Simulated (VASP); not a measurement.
Wanted: the native input for a VASP 6.6.1 run.

| Property | Result |
| --- | --- |
| Task | relaxation of cell and atoms |
| Functional | LDA |
| Potentials or basis | VASP PAW LDA potentials, release 64 (Ir_sv_GW, Rh_sv_GW) |
| Cutoff | 620 eV |
| k mesh | 6 × 6 × 6 |
| Occupations | fermi-dirac, width 0.05 eV |
| Spin | no spin polarisation |
| Dipole correction | no |
| Further INCAR settings | ALGO = Normal; EDIFF = 1e-07; IBRION = 2; EDIFFG = -0.01; NSW = 80; ISIF = 3 |

The structure of Ir3Rh lies in POSCAR:

```
Ir3Rh
1.0
    3.8403358500      0.0000000000      0.0000000000
    0.0000000000      3.8403358500      0.0000000000
    0.0000000000      0.0000000000      3.8403358500
Ir Rh
3 1
Direct
    0.5000000000      0.0000000000      0.5000000000
    0.0000000000      0.5000000000      0.5000000000
    0.5000000000      0.5000000000      0.0000000000
    0.0000000000      0.0000000000      0.0000000000
```

The input as run:

INCAR

```
  PREC = Accurate
  ENCUT = 620
  EDIFF = 1E-7
  ISMEAR = -1
  SIGMA = 0.05
  LREAL = False
  LASPH = True
  NELM = 120
  ALGO = Normal
  ISIF = 3
  LWAVE = False
  LCHARG = False
  GGA = CA
  IBRION = 2
  NSW = 80
  EDIFFG = -0.01
  GGA_COMPAT = False
  NELMIN = 4
```

KPOINTS

```
regular mesh
0
Gamma
  6 6 6
```

Potentials or basis: VASP PAW LDA potentials, release 64 (Ir_sv_GW, Rh_sv_GW).

Launch:

```sh
$ cat potpaw_LDA.64/Ir_sv_GW/POTCAR potpaw_LDA.64/Rh_sv_GW/POTCAR > POTCAR
$ mpirun -np 1 vasp_std > vasp.out
```

It gave:

The relaxed volume is 13.70 Å³/atom and the relaxed cell is a = 3.798 Å, b = 3.798 Å, c = 3.798 Å, α = 90.00°, β = 90.00°, γ = 90.00°. The space group after relaxing (to 0.1 Å) is Pm-3m (No. 221). The energy gained by relaxing is 17.9 meV/atom, the ionic steps are 4 and the pressure after relaxing is -0.1 GPa. The band gap on the k mesh is zero (bands 34 and 35 overlap by 2.43 eV).

Caveat: spin-orbit coupling is left out, which moves the levels of the heavy elements.

Run time: 110 s on 1 thread of Intel(R) Xeon(R) Platinum 8488C (Sapphire Rapids), with other jobs on the host, peak memory 0.21 GiB.
